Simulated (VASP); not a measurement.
A run of VASP 6.6.1 is set up as follows.

File INCAR:

```
SYSTEM = HfN
ALGO     = Normal         ! electronic algorithm
EDIFF    = 1E-6           ! SCF threshold, eV
ENCUT    = 520            ! plane-wave cutoff, eV
GGA      = PS             ! functional
ISIF     = 2              ! what is computed and relaxed
ISMEAR   = 0              ! smearing method
LASPH    = .TRUE.         ! aspherical terms in the spheres
LCHARG   = .TRUE.         ! write CHGCAR
LELF     = .TRUE.         ! ELF
LREAL    = .FALSE.        ! projectors in reciprocal space
LVHAR    = .TRUE.       
LWAVE    = .FALSE.        ! write WAVECAR
NBANDS   = 14             ! bands
NELM     = 80             ! most SCF steps
PREC     = Accurate       ! precision mode
SIGMA    = 0.15           ! smearing width, eV
```

The input KPOINTS:

```
k-points
0
G
  18 18 18
  0 0 0
```

Contents of POSCAR:

```
HfN
1.0
    0.0000000000      2.3493600000      2.4397200000
    2.3493600000      0.0000000000      2.4397200000
    2.3493600000      2.3493600000      0.0000000000
Hf N
1 1
Direct
    0.0000000000      0.0000000000      0.0000000000
    0.5000000000      0.5000000000      0.5000000000
```

Potentials or basis: VASP PAW PBE potentials, release 64 (Hf_pv, N).

Launch:

```bash
$ cat potpaw_PBE.64/Hf_pv/POTCAR potpaw_PBE.64/N/POTCAR > POTCAR
$ mpirun -np 1 vasp_std > vasp.out
```

Estimate the pressure.

-34.1 GPa.

Predict the band gap on the k mesh.

zero (an odd number of electrons rules out a gap without spin polarisation).

Stress tensor (GPa, compression positive):
```
-31.97   0.00   0.00
  0.00 -31.97   0.00
  0.00   0.00 -38.51
```

Caveat: the cell differs from its parent crystal (strain +0.040 along x and y, +0.080 along z); the stress differs along the axes, from -39 to -32 GPa; the PAW data sets were made with another functional, which shifts forces and pressure a little; spin-orbit coupling is left out, which moves the levels of the heavy elements.
